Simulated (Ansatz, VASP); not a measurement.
# ZnSe in VASP and in Ansatz

File POSCAR:

```
ZnSe
1.0
    0.0000000000      2.8337995388      2.8337995388
    2.8337995388      0.0000000000      2.8337995388
    2.8337995388      2.8337995388      0.0000000000
Zn Se
1 1
Direct
    0.0000000000      0.0000000000      0.0000000000
    0.7500000000      0.7500000000      0.7500000000
```

The input INCAR.step1:

```
SYSTEM = ZnSe
ALGO = Normal
EDIFF = 1E-5
ENCUT = 520
GGA = PE
ISIF = 2
ISMEAR = 0
LASPH = .TRUE.
LCHARG = .FALSE.
LREAL = .FALSE.
LWAVE = .TRUE.
NBANDS = 16
NELM = 100
PREC = Accurate
SIGMA = 0.05
```

INCAR.step2

```
SYSTEM = ZnSe
AEXX = 0.5
ALGO = Normal
EDIFF = 1E-6
ENCUT = 520
ISIF = 2
ISMEAR = 0
ISTART = 1
LASPH = .TRUE.
LCHARG = .FALSE.
LHFCALC = .TRUE.
LMIXTAU = .TRUE.
LREAL = .FALSE.
LWAVE = .FALSE.
METAGGA = R2SCAN
NBANDS = 16
NELM = 100
PREC = Accurate
PRECFOCK = Normal
SIGMA = 0.05
```

The input KPOINTS:

```
k-points
0
G
  4 4 4
  0 0 0
```

Input for Ansatz:

```yaml
crystal:
  lattice:
    - [0.0, 2.8337995388, 2.8337995388]
    - [2.8337995388, 0.0, 2.8337995388]
    - [2.8337995388, 2.8337995388, 0.0]
  atoms:
    - { symbol: Zn, position: [0.0, 0.0, 0.0] }
    - { symbol: Se, position: [0.75, 0.75, 0.75] }
basis:
  ecutwfc: 500
  ecutrho_ratio: 4
kpoints:
  mp_grid: { grid: [4, 4, 4] }
hamiltonian:
  xc: r2scan50
scf:
  occupations: { method: gaussian, width: 0.05 }
  n_extra_bands: 9
output:
  forces: true
  stress: true
  eigenvalues: true
  populations: true
  dos: { projected: true, de: 0.02 }
```

Alike in both runs: task single point; functional r2SCAN50; k mesh 4 × 4 × 4; occupations gaussian, width 0.05 eV; no spin polarisation.

|  | VASP | Ansatz |
| --- | --- | --- |
| version | VASP 6.6.1 | Ansatz 0.2.0 |
| potentials or method | VASP PAW PBE potentials, release 64 (Zn, Se), cutoff 520 eV | scalar-relativistic, plane waves, PAW |
| valence electrons in the cell | 18 | 28 |

|  | VASP | Ansatz | Ansatz less VASP |
| --- | --- | --- | --- |
| gap on the k mesh at the Fermi level (eV) | 5.14 | 5.07 | -0.069 |
| least direct gap on the mesh (eV) | 5.14 | 5.07 | -0.069 |
| pressure (GPa) | -0.6 | 0.0 | +0.57 |

VASP's potentials were made for PBE, not for r2SCAN50. VASP's potentials hold 18 valence electrons a cell and Ansatz's 28, so a difference there can come from the potentials and not from the codes. Ansatz's warnings: stress exchange threshold loose, stress scf threshold loose.

The k mesh is coarse, so the values compare programs but aren't converged.
